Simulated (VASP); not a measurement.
A run of VASP 6.6.1 is set up as follows.

File INCAR:

```
SYSTEM = ScNb
PREC = Accurate
ENCUT = 520
EDIFF = 1E-6
ISMEAR = 1
SIGMA = 0.2
LREAL = .FALSE.
LASPH = .TRUE.
NELM = 150
ALGO = Fast
ISIF = 2
LWAVE = .FALSE.
LCHARG = .FALSE.
MAGMOM = 0 0 0 0 0 0
LORBIT = 11
LSORBIT = .TRUE.
GGA_COMPAT = .FALSE.
LORBMOM = .TRUE.
LMAXMIX = 4
GGA = RP
NBANDS = 36
```

The input KPOINTS:

```
regular mesh
0
G
  7 7 4
  0 0 0
```

File POSCAR:

```
ScNb
1.0
    3.0656443600      0.0000000000      0.0000000000
   -1.5328221800      2.6549258947      0.0000000000
    0.0000000000      0.0000000000      5.0721940000
Nb Sc
1 1
Direct
    0.0000000000      0.0000000000      0.5000000000
    0.6666666667      0.3333333333      0.0000000000
```

Potentials or basis: VASP PAW PBE potentials, release 64 (Nb_sv, Sc_sv).

Launch:

```bash
$ cat potpaw_PBE.64/Nb_sv/POTCAR potpaw_PBE.64/Sc_sv/POTCAR > POTCAR
$ mpirun -np 1 vasp_ncl > vasp.out
```

Problem. What does it give for the net moment?

Solution. 0.00 μB per cell.

Problem. Predict the pressure.

Solution. 2.3 GPa.

Stress tensor (GPa, compression positive):
```
2.41 0.00 0.00
0.00 2.41 0.00
0.00 0.00 2.14
```

Caveat: the PAW data sets were made with another functional, which shifts forces and pressure a little.
